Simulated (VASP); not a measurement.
PbS:

```
Pb S
1.0
     2.07995   -5.99130    0.00000
     2.07995    5.99130    0.00000
     0.00000    0.00000    4.27932
Pb S
2 2
Direct
  0.13056 0.86944 0.25000
  0.86944 0.13056 0.75000
  0.35480 0.64520 0.25000
  0.64520 0.35480 0.75000
```

Base run:

```yaml
Program: VASP 6.6.1
Functional: RPBE
Dispersion: D3(BJ)
Potentials_or_basis: VASP PAW PBE potentials, release 64 (Pb_d, S)
Cutoff: 520 eV
k_mesh: 7 × 7 × 6
Occupations: fermi-dirac, width 0.05 eV
Spin: no spin polarisation
```

Its results: band gap on the k mesh 1.34 eV (least direct gap 1.52 eV); pressure -11.1 GPa; largest force 0.132 eV/Å.

Q: The run is repeated on the same cell with these changes: functional from RPBE to BLYP; dispersion from D3(BJ) to D4. What comes out?

A: Band gap on the k mesh 1.30 eV (least direct gap 1.49 eV); pressure 0.9 GPa; largest force 0.255 eV/Å.

Several settings changed at once.

Caveats: the PAW data sets were made with another functional, which shifts forces and pressure a little; spin-orbit coupling is left out, which moves the levels of the heavy elements; an odd mesh through Γ misses points on the zone boundary, where band edges can lie; the cell stands under tension (at least some runs).
